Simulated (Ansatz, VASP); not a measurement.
Ca2Ge2N in VASP and in Ansatz

```
Ca Ge N
1.0
     5.40644    0.00000    0.00000
     0.00000    5.40644    0.00000
     0.00000    0.00000    4.78596
Ca Ge N
2 2 1
Direct
  0.00000 0.50000 0.50000
  0.50000 0.00000 0.50000
  0.50000 0.50000 0.24732
  0.50000 0.50000 0.75268
  0.00000 0.00000 0.00000
```

Alike in both runs: functional PBE; k mesh 4 × 4 × 4; occupations gaussian, width 0.1 eV; no spin polarisation.

Ansatz relaxed the structure, and its values are those at the end. VASP's run is a single point on that final structure, the one shown.

|  | VASP | Ansatz |
| --- | --- | --- |
| version | VASP 6.6.1 | Ansatz 0.2.0 |
| potentials or method | VASP PAW PBE potentials, release 64 (Ca_sv, Ge_d, N), cutoff 520 eV | scalar-relativistic, plane waves, PAW |
| valence electrons in the cell | 53 | 53 |

```csv
,VASP,Ansatz,Ansatz less VASP
gap on the k mesh at the Fermi level (eV),none,none,-
pressure (GPa),0.1,0.1,0.00
rms of the force components (eV/Å),0.001,0.005,+0.0044
```

A gap of «none» marks a metal or a gap that the smearing closes.
